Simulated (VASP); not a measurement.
Crystal: WC4.

```xyz
5
Lattice="4.3095 0.0000 0.0000 0.0000 4.3095 0.0000 0.0000 0.0000 4.3095" Properties=species:S:1:pos:R:3 pbc="T T T"
W     2.1548    2.1548    2.1548
C     0.0000    2.1548    2.1548
C     2.1548    0.0000    2.1548
C     2.1548    2.1548    0.0000
C     0.0000    0.0000    0.0000
```

```yaml
Program: VASP 6.6.1
Task: relaxation of cell and atoms
Functional: PBE
Potentials_or_basis: VASP PAW PBE potentials, release 64 (W_sv, C)
Cutoff: 600 eV
k_mesh: 4 × 4 × 4
Occupations: gaussian, width 0.1 eV
Spin: no spin polarisation
```

At the start: pressure -18.4 GPa; volume 16.01 Å³/atom.

Q: How do energy, volume and symmetry change on relaxing?

A: Over 4 steps the energy falls by 151.7 meV/atom and the volume is 13.70 Å³/atom (-14.4 %); space group Pm-3m (No. 221, to 0.05 Å).

The path:
| step | energy change (eV) | largest force (eV/Å) | pressure (GPa) | volume (Å³) |
| --- | --- | --- | --- | --- |
| 1 | 0.0000 | 0.0000 | -18.37 | 80.04 |
| 2 | -0.2128 | 0.0000 | 23.33 | 60.61 |
| 3 | -0.7581 | 0.0000 | -0.47 | 68.69 |
| 4 | -0.7584 | 0.0000 | 0.02 | 68.48 |

Final structure:
```
W C
1.0
     4.09117    0.00000    0.00000
     0.00000    4.09117    0.00000
     0.00000    0.00000    4.09117
W C
1 4
Direct
  0.50000 0.50000 0.50000
  0.00000 0.50000 0.50000
  0.50000 0.00000 0.50000
  0.50000 0.50000 0.00000
  0.00000 0.00000 0.00000
```

Caveat: the k points lie up to 0.38 Å⁻¹ apart in the final cell.
